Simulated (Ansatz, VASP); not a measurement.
# CdF2: VASP beside Ansatz

File INCAR:

```
  ALGO = Normal
  EDIFF = 1E-7
  ENCUT = 520
  GGA = PE
  ISIF = 2
  ISMEAR = -1
  LASPH = T
  LCHARG = F
  LREAL = F
  LWAVE = F
  NBANDS = 20
  NELM = 60
  PREC = Accurate
  SIGMA = 0.05
```

KPOINTS

```
k-points
0
Gamma
  9 9 9
```

The input POSCAR:

```
CdF2
1.0
    0.0000000000      2.7118415796      2.7118415796
    2.7118415796      0.0000000000      2.7118415796
    2.7118415796      2.7118415796      0.0000000000
Cd F
1 2
Direct
    0.0000000000      0.0000000000      0.0000000000
    0.7500000000      0.7500000000      0.7500000000
    0.2500000000      0.2500000000      0.2500000000
```

File input.yaml:

```yaml
crystal:
  lattice:
    - [0.0, 2.7118415796, 2.7118415796]
    - [2.7118415796, 0.0, 2.7118415796]
    - [2.7118415796, 2.7118415796, 0.0]
  atoms:
    - { symbol: Cd, position: [0.0, 0.0, 0.0] }
    - { symbol: F, position: [0.75, 0.75, 0.75] }
    - { symbol: F, position: [0.25, 0.25, 0.25] }
kpoints:
  mp_grid: { grid: [9, 9, 9] }
scf:
  occupations: { method: fermi_dirac, width: 0.05 }
hamiltonian:
  xc: pbe
  pseudopotentials: { kind: all_electron, lapw: { basis_error: 0.001 } }
output:
  forces: true
  stress: true
  eigenvalues: true
```

Change from the starting cell: volume scaled by 1.02.

Alike in both runs: task single point; functional PBE; k mesh 9 × 9 × 9; occupations fermi-dirac, width 0.05 eV; no spin polarisation.

|  | VASP | Ansatz |
| --- | --- | --- |
| version | VASP 6.6.1 | Ansatz 0.2.0 |
| potentials or method | VASP PAW PBE potentials, release 64 (Cd, F), cutoff 520 eV | all-electron LAPW, scalar-relativistic |

Ansatz gave:

* gap on the k mesh at the Fermi level (eV): 3.05
* least direct gap on the mesh (eV): 3.55
* pressure (GPa): 3.2

**Question.** Estimate VASP's values.

**Answer.** gap on the k mesh at the Fermi level (eV): 3.03; least direct gap on the mesh (eV): 3.52; pressure (GPa): 3.9.

Ansatz ran all-electron here, and VASP with PAW potentials.
